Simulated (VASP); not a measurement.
**Al: single point with PBE**

Al:

```xyz
1
Lattice="0.0000 2.0248 2.0248 2.0248 0.0000 2.0248 2.0248 2.0248 0.0000" Properties=species:S:1:pos:R:3 pbc="T T T"
Al    0.0000    0.0000    0.0000
```

* Program: VASP 6.6.1
* Task: single point
* Functional: PBE
* Potentials or basis: VASP PAW PBE potentials, release 64 (Al)
* Cutoff: 520 eV
* k mesh: 7 × 7 × 7
* Occupations: fermi-dirac, width 0.03 eV
* Spin: no spin polarisation

```
Pressure : -1.1 GPa
```

Levels at points of the mesh, in eV from the Fermi level:
| k point | band 1 | band 2 | band 3 | band 4 |
| --- | --- | --- | --- | --- |
| (0.00, 0.00, 0.00) | -11.23 | 12.45 | 12.45 | 12.45 |

It took 2.1 s on 1 thread of Intel Xeon 6975P-C, with other jobs on the host, peak memory 0.12 GiB.

Caveat: the k points lie up to 0.38 Å⁻¹ apart.
